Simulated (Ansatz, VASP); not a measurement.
BeTe: VASP beside Ansatz

POSCAR

```
BeTe
1.0
    0.0000000000      2.8471721000      2.8471721000
    2.8471721000      0.0000000000      2.8471721000
    2.8471721000      2.8471721000      0.0000000000
Be Te
1 1
Direct
    0.0000000000      0.0000000000      0.0000000000
    0.2500000000      0.2500000000      0.2500000000
```

File INCAR.step1:

```
PREC = Accurate
ENCUT = 520
ISMEAR = -1
SIGMA = 0.02
LREAL = F
LASPH = T
NELM = 100
GGA = PE
ALGO = Normal
EDIFF = 1E-4
LWAVE = T
LCHARG = F
```

File INCAR.step2:

```
PREC = Accurate
ENCUT = 520
EDIFF = 1E-6
ISMEAR = -1
SIGMA = 0.02
LREAL = F
LASPH = T
NELM = 100
ALGO = Normal
ISIF = 2
LWAVE = F
LCHARG = F
METAGGA = R2SCAN
LMIXTAU = T
IBRION = 2
NSW = 50
EDIFFG = -0.01
ISTART = 1
```

File KPOINTS:

```
Automatic mesh
0
Gamma
  8 8 8
```

Input for Ansatz:

```yaml
crystal:
  lattice:
    - [0.0, 2.8471721, 2.8471721]
    - [2.8471721, 0.0, 2.8471721]
    - [2.8471721, 2.8471721, 0.0]
  atoms:
    - { symbol: Be, position: [0.0, 0.0, 0.0] }
    - { symbol: Te, position: [0.25, 0.25, 0.25] }
  symmetry: { tolerance: 0.0003 }
hamiltonian:
  xc: r2scan
  pseudopotentials: { kind: paw, azcp: { folder: soft_1 } }
basis:
  ecutwfc: 500
magnetization:
  spin_polarized: false
scf:
  occupations: { method: fermi_dirac, width: 0.02 }
kpoints:
  mp_grid: { grid: [8, 8, 8], shift: [0, 0, 0] }
  band_path:
    path:
      - [0.0, 0.0, 0.0]
      - [-0.5, -0.5, 0.0]
      - [-0.375, -0.375, 0.25]
      - [-0.375, 0.0, 0.375]
      - [0.0, 0.0, 0.0]
      - [0.0, 0.0, 0.5]
      - [-0.5, -0.25, 0.25]
      - [-0.5, -0.5, 0.0]
    npoints: 10
output:
  forces: true
  stress: true
  eigenvalues: true
  write_potential: true
  elf: true
  volumetric_format: npy
  dos: { e_range: [-12, 8], de: 0.05 }
relax:
  max_steps: 30
```

Alike in both runs: task relaxation of the atoms; functional r2SCAN; k mesh 8 × 8 × 8; occupations fermi-dirac, width 0.02 eV; no spin polarisation.

|  | VASP | Ansatz |
| --- | --- | --- |
| version | VASP 6.6.1 | Ansatz 0.2.0 |
| potentials or method | VASP PAW PBE potentials, release 64 (Be, Te), cutoff 520 eV | PAW plane waves |
| valence electrons in the cell | 8 | 18 |

```tsv
	VASP	Ansatz	Ansatz less VASP
gap on the k mesh at the Fermi level, each at its own relaxed structure (eV)	2.42	2.42	+0.008
```

VASP's potentials were made for PBE, not for r2SCAN. VASP's potentials hold 8 valence electrons a cell and Ansatz's 18, so a difference there can come from the potentials and not from the codes. Ansatz's warnings: stress scf threshold loose.

Neither program's run includes spin-orbit coupling. Noted on VASP's run: the relaxation stopped at its first step, so nothing moved.
